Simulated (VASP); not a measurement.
## Cr3Cu: single point with LDA

The system is Cr3Cu.

```
Cr Cu
1.0
     3.63169    0.00000    0.00000
     0.00000    3.63169    0.00000
     0.00000    0.00000    3.63169
Cr Cu
3 1
Cartesian
  0.0000 1.8158 1.8158
  1.8158 0.0000 1.8158
  1.8158 1.8158 0.0000
  0.0000 0.0000 0.0000
```

```
Program                : VASP 6.6.1
Task                   : single point
Functional             : LDA
Potentials or basis    : VASP PAW LDA potentials, release 64 (Cr_pv, Cu)
Cutoff                 : 520 eV
k mesh                 : 7 × 7 × 7
Occupations            : fermi-dirac, width 0.1 eV
Spin                   : collinear spin, ferromagnetic start
Starting moments       : [2.1, 2.1, 2.1, 0.0] μB
Dipole correction      : no
Further INCAR settings : ALGO = Normal; EDIFF = 1e-06; NBANDS = 36
```

| Item | Value |
| --- | --- |
| Pressure | -20.5 GPa |
| Net moment | 0.00 μB per cell |
| Valence electrons inside the program's atomic spheres | Cr 10.91; Cu 10.19 |

Levels at points of the mesh, in eV from the Fermi level:
Spin up:
| k point | band 20 | band 21 | band 22 | band 23 | band 24 | band 25 | band 26 | band 27 |
| --- | --- | --- | --- | --- | --- | --- | --- | --- |
| (0.00, 0.00, 0.00) | -0.93 | -0.93 | 1.04 | 1.04 | 1.04 | 1.68 | 1.68 | 2.32 |
Spin down:
| k point | band 20 | band 21 | band 22 | band 23 | band 24 | band 25 | band 26 | band 27 |
| --- | --- | --- | --- | --- | --- | --- | --- | --- |
| (0.00, 0.00, 0.00) | -0.93 | -0.93 | 1.04 | 1.04 | 1.04 | 1.68 | 1.68 | 2.32 |

Run time: 62 s on 1 thread of AMD EPYC 9R45 (Zen 5) (shared host), peak memory 0.14 GiB.

Caveat: the starting moments collapsed, and a magnetic state may lie lower.
